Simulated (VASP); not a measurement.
# Rh (Fm-3m) in VASP: a series of runs, part 2 of 2

VASP 6.6.1.

## (3) Electric field gradients, PBEsol

Contents of INCAR:

```
  ALGO = Normal
  EDIFF = 1E-8
  ENCUT = 520
  GGA = PS
  ISIF = 2
  ISMEAR = -1
  LASPH = T
  LCHARG = F
  LEFG = T
  LREAL = F
  LWAVE = F
  NBANDS = 14
  NELM = 80
  PREC = Accurate
  SIGMA = 0.08
```

Contents of KPOINTS:

```
k-points
0
Gamma
  16 16 16
```

Contents of POSCAR:

```
Rh
1.0
    0.0000000000      1.9015500000      1.9015500000
    1.9015500000      0.0000000000      1.9015500000
    1.9015500000      1.9015500000      0.0000000000
Rh
1
Direct
    0.0000000000      0.0000000000      0.0000000000
```

Potentials or basis: VASP PAW PBE potentials, release 64 (Rh_pv).

Started as:

```sh
> cat potpaw_PBE.64/Rh_pv/POTCAR > POTCAR
> mpirun -np 1 vasp_std > vasp.out
```

OUTCAR:

```text
EDIFF = 1E-8
   ENCUT = 520
   GGA = PS
   ISIF = 2
   ISMEAR = -1
   LASPH = T
   LREAL = F
   NELM = 80
   PREC = Accurate

 ion  position               nearest neighbor table
   1  0.000  0.000  0.000-

  LATTYP: Found a face centered cubic cell.
 ALAT       =     3.8031000000

  Lattice vectors:

 A1 = (   0.0000000000,   1.9015500000,   1.9015500000)
 A2 = (   1.9015500000,   0.0000000000,   1.9015500000)
 A3 = (   1.9015500000,   1.9015500000,   0.0000000000)

Analysis of symmetry for initial positions (statically):
=====================================================================
 Subroutine PRICEL returns:
 Original cell was already a primitive cell.

 Routine SETGRP: Setting up the symmetry group for a
 face centered cubic supercell.

 Subroutine GETGRP returns: Found 48 space group operations
[... 587 lines left out ...]
  external PRESSURE =     -49.4538015 kB  Pullay stress =       0.0000000 kB

 VOLUME and BASIS-vectors are now :
 -----------------------------------------------------------------------------
  energy-cutoff  :      520.00
  volume of cell :       13.75
      direct lattice vectors                 reciprocal lattice vectors
     0.000000000  1.901550000  1.901550000    -0.262943388  0.262943388  0.262943388
     1.901550000  0.000000000  1.901550000     0.262943388 -0.262943388  0.262943388
     1.901550000  1.901550000  0.000000000     0.262943388  0.262943388 -0.262943388

 POSITION                                       TOTAL-FORCE (eV/Angst)
 -----------------------------------------------------------------------------------
      0.00000      0.00000      0.00000         0.000000      0.000000      0.000000
 -----------------------------------------------------------------------------------
    total drift:                                0.000000      0.000000      0.000000

  FREE ENERGIE OF THE ION-ELECTRON SYSTEM (eV)
  ---------------------------------------------------
  free  energy   TOTEN  =        -8.1479663702 eV

  energy  without entropy=       -8.1184298612  energy(sigma->0) =       -8.13319812

 Electric field gradients (V/A^2)
---------------------------------------------------------------------
 ion       V_xx      V_yy      V_zz      V_xy      V_xz      V_yz
---------------------------------------------------------------------
   1      -0.000    -0.000     0.000     0.001     0.001     0.001
---------------------------------------------------------------------

 Electric field gradients after diagonalization (V/A^2)
 (convention: |V_zz| > |V_xx| > |V_yy|)
----------------------------------------------------------------------
 ion       V_xx      V_yy      V_zz     asymmetry (V_yy - V_xx)/ V_zz
----------------------------------------------------------------------
   1      -0.001    -0.001     0.001       0.000
----------------------------------------------------------------------

           NMR quadrupolar parameters

 Cq : quadrupolar parameter    Cq=e*Q*V_zz/h
 eta: asymmetry parameters     (V_yy - V_xx)/ V_zz
 Q  : nuclear electric quadrupole moment in mb (millibarn)
----------------------------------------------------------------------
 ion       Cq(MHz)       eta       Q (mb)
----------------------------------------------------------------------
   1       0.000       0.000       1.000
----------------------------------------------------------------------
```

OSZICAR:

```text
N       E                     dE             d eps       ncg     rms          rms(c)
DAV:   1     0.119303800428E+03    0.11930E+03   -0.86920E+03  4082   0.114E+03
DAV:   2    -0.719756960877E+01   -0.12650E+03   -0.12115E+03  4468   0.342E+02
DAV:   3    -0.877580409168E+01   -0.15782E+01   -0.15744E+01  4924   0.417E+01
DAV:   4    -0.878164015647E+01   -0.58361E-02   -0.58358E-02  4660   0.261E+00
DAV:   5    -0.878169014439E+01   -0.49988E-04   -0.49987E-04  4744   0.213E-01    0.110E+01
DAV:   6    -0.817311117935E+01    0.60858E+00   -0.10328E+00  4342   0.140E+01    0.340E+00
DAV:   7    -0.815274172212E+01    0.20369E-01   -0.20974E-02  4594   0.172E+00    0.159E+00
DAV:   8    -0.814818695889E+01    0.45548E-02   -0.46288E-03  4294   0.934E-01    0.221E-01
DAV:   9    -0.814796123375E+01    0.22573E-03   -0.21610E-04  4282   0.209E-01    0.260E-02
DAV:  10    -0.814796625872E+01   -0.50250E-05   -0.25554E-06  4708   0.181E-02    0.530E-03
DAV:  11    -0.814796643862E+01   -0.17990E-06   -0.48027E-07  4582   0.961E-03    0.413E-04
DAV:  12    -0.814796637832E+01    0.60301E-07   -0.81788E-09  2954   0.134E-03    0.695E-05
DAV:  13    -0.814796637019E+01    0.81336E-08   -0.45765E-10  2138   0.288E-04
   1 F= -.81479664E+01 E0= -.81331981E+01  d E =-.295365E-01
```

stdout:

```text
POSCAR found type information on POSCAR Rh
 POSCAR found :  1 types and       1 ions
 scaLAPACK will be used
 -----------------------------------------------------------------------------
|                                                                             |
|                                                                             |
|     You enforced a specific xc type in the INCAR file but a different       |
|     I HOPE YOU KNOW WHAT YOU ARE DOING!                                     |
|                                                                             |
 -----------------------------------------------------------------------------

 LDA part: xc-table for (Slater+PW92), standard interpolation
 POSCAR, INCAR and KPOINTS ok, starting setup
 FFT: planning ... GRIDC
 FFT: planning ... GRID_SOFT
 FFT: planning ... GRID
 WAVECAR not read
 entering main loop
ion   1
```

Wall time 9.6 s (1 thread of Intel Xeon 6975P-C (Granite Rapids), shared host); peak memory 0.14 GiB.

Results:

```
Free energy : -8.1480 eV
Pressure    : -4.9 GPa
```

Levels at points of the mesh, in eV from the Fermi level:
```
           k point  band 4  band 5  band 6  band 7  band 8  band 9  band 10  band 11
(0.00, 0.00, 0.00)   -8.05   -3.09   -3.09   -3.09   -0.98   -0.98    15.94    20.38
(0.50, 0.00, 0.00)   -6.16   -3.16   -3.16    0.59    0.59    0.66     8.59    15.44
(0.50, 0.50, 0.00)   -6.34   -5.97    0.57    1.00    1.00    3.18    12.23    13.23
```

Caveat: without QUAD_EFG the Cq values of the log hold for a quadrupole moment of 1 mb, not for the nuclei; the PAW data sets were made with another functional, which shifts forces and pressure a little.

## (4) Electric field gradients, PBEsol (volume scaled by 1.01)

Contents of INCAR:

```
ALGO = Normal
EDIFF = 1E-8
ENCUT = 520
GGA = PS
ISIF = 2
ISMEAR = -1
LASPH = T
LCHARG = F
LEFG = T
LREAL = F
LWAVE = F
NBANDS = 14
NELM = 80
PREC = Accurate
SIGMA = 0.08
```

KPOINTS is that of step 3.

Contents of POSCAR:

```
Rh
1.0
    0.0000000000      1.9078674883      1.9078674883
    1.9078674883      0.0000000000      1.9078674883
    1.9078674883      1.9078674883      0.0000000000
Rh
1
Direct
    0.0000000000      0.0000000000      0.0000000000
```

Potentials or basis: VASP PAW PBE potentials, release 64 (Rh_pv).

Started as:

```sh
> cat potpaw_PBE.64/Rh_pv/POTCAR > POTCAR
> mpirun -np 1 vasp_std > vasp.out
```

OUTCAR:

```text
EDIFF = 1E-8
   ENCUT = 520
   GGA = PS
   ISIF = 2
   ISMEAR = -1
   LASPH = T
   LREAL = F
   NELM = 80
   PREC = Accurate

 ion  position               nearest neighbor table
   1  0.000  0.000  0.000-

  LATTYP: Found a face centered cubic cell.
 ALAT       =     3.8157349766

  Lattice vectors:

 A1 = (   0.0000000000,   1.9078674883,   1.9078674883)
[... 613 lines left out ...]
 -----------------------------------------------------------------------------------
    total drift:                                0.000000     -0.000000      0.000000

  FREE ENERGIE OF THE ION-ELECTRON SYSTEM (eV)
  ---------------------------------------------------
  free  energy   TOTEN  =        -8.1426988340 eV

  energy  without entropy=       -8.1127060670  energy(sigma->0) =       -8.12770245

 Electric field gradients (V/A^2)
---------------------------------------------------------------------
 ion       V_xx      V_yy      V_zz      V_xy      V_xz      V_yz
---------------------------------------------------------------------
   1       0.000     0.000     0.000     0.000     0.000     0.000
---------------------------------------------------------------------

 Electric field gradients after diagonalization (V/A^2)
 (convention: |V_zz| > |V_xx| > |V_yy|)
----------------------------------------------------------------------
 ion       V_xx      V_yy      V_zz     asymmetry (V_yy - V_xx)/ V_zz
----------------------------------------------------------------------
   1      -0.000    -0.000     0.001       0.000
----------------------------------------------------------------------

           NMR quadrupolar parameters

 Cq : quadrupolar parameter    Cq=e*Q*V_zz/h
 eta: asymmetry parameters     (V_yy - V_xx)/ V_zz
 Q  : nuclear electric quadrupole moment in mb (millibarn)
----------------------------------------------------------------------
 ion       Cq(MHz)       eta       Q (mb)
----------------------------------------------------------------------
   1       0.000       0.000       1.000
----------------------------------------------------------------------
```

OSZICAR:

```text
N       E                     dE             d eps       ncg     rms          rms(c)
DAV:   1     0.115673230727E+03    0.11567E+03   -0.87473E+03  4080   0.115E+03
DAV:   2    -0.726579554661E+01   -0.12294E+03   -0.11750E+03  4444   0.335E+02
DAV:   3    -0.877327184446E+01   -0.15075E+01   -0.15047E+01  4924   0.407E+01
DAV:   4    -0.877876926515E+01   -0.54974E-02   -0.54971E-02  4576   0.252E+00
DAV:   5    -0.877881765156E+01   -0.48386E-04   -0.48385E-04  4966   0.208E-01    0.108E+01
DAV:   6    -0.816667447272E+01    0.61214E+00   -0.10460E+00  4336   0.140E+01    0.328E+00
DAV:   7    -0.814740500086E+01    0.19269E-01   -0.20935E-02  4636   0.166E+00    0.155E+00
DAV:   8    -0.814289850162E+01    0.45065E-02   -0.44917E-03  4306   0.918E-01    0.202E-01
DAV:   9    -0.814269375010E+01    0.20475E-03   -0.21009E-04  4288   0.205E-01    0.247E-02
DAV:  10    -0.814269875019E+01   -0.50001E-05   -0.25883E-06  4690   0.182E-02    0.480E-03
DAV:  11    -0.814269889921E+01   -0.14902E-06   -0.47513E-07  4612   0.952E-03    0.417E-04
DAV:  12    -0.814269884045E+01    0.58762E-07   -0.82654E-09  2906   0.134E-03    0.698E-05
DAV:  13    -0.814269883405E+01    0.64051E-08   -0.44828E-10  2120   0.286E-04
   1 F= -.81426988E+01 E0= -.81277025E+01  d E =-.299928E-01
```

stdout:

```text
POSCAR found type information on POSCAR Rh
 POSCAR found :  1 types and       1 ions
 scaLAPACK will be used
 -----------------------------------------------------------------------------
|                                                                             |
|                                                                             |
|     You enforced a specific xc type in the INCAR file but a different       |
|     I HOPE YOU KNOW WHAT YOU ARE DOING!                                     |
|                                                                             |
 -----------------------------------------------------------------------------

 LDA part: xc-table for (Slater+PW92), standard interpolation
 POSCAR, INCAR and KPOINTS ok, starting setup
 FFT: planning ... GRIDC
 FFT: planning ... GRID_SOFT
 FFT: planning ... GRID
 WAVECAR not read
 entering main loop
ion   1
```

Wall time 9.4 s (1 thread of Intel Xeon 6975P-C (Granite Rapids), shared host); peak memory 0.14 GiB.

What came out:

```
Free energy : -8.1427 eV
Pressure    : -7.5 GPa
```

Caveat: without QUAD_EFG the Cq values of the log hold for a quadrupole moment of 1 mb, not for the nuclei; the PAW data sets were made with another functional, which shifts forces and pressure a little.
